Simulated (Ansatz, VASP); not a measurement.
## One calculation of GaSb2, two programs

```
CELL_PARAMETERS angstrom
5.39062 0.00000 0.00000
-2.69531 4.66842 0.00000
0.00000 0.00000 3.15119
ATOMIC_POSITIONS crystal
Ga 0.00000 0.00000 0.00000
Sb 0.33333 0.66667 0.50000
Sb 0.66667 0.33333 0.50000
```

Change from the starting cell: species swapped into the TmSi2 type (P6/mmm, No. 191).

Alike in both runs: functional PBE; k mesh 12 × 12 × 14; occupations gaussian, width 0.1 eV; no spin polarisation.

Ansatz relaxed the structure, and its values are those at the end. VASP's run is a single point on that final structure, the one shown.

|  | VASP | Ansatz |
| --- | --- | --- |
| version | VASP 6.6.1 | Ansatz 0.2.0 |
| potentials or method | VASP PAW PBE potentials, release 64 (Ga_d, Sb), cutoff 520 eV | scalar-relativistic, plane waves, PAW |
| valence electrons in the cell | 23 | 43 |

```tsv
	VASP	Ansatz	Ansatz less VASP
gap on the k mesh at the Fermi level (eV)	none	none	-
pressure (GPa)	0.0	0.0	+0.03
```

A gap of «none» marks a metal or a gap that the smearing closes. VASP's potentials hold 23 valence electrons a cell and Ansatz's 43, so a difference there can come from the potentials and not from the codes.

Neither program's run includes spin-orbit coupling.
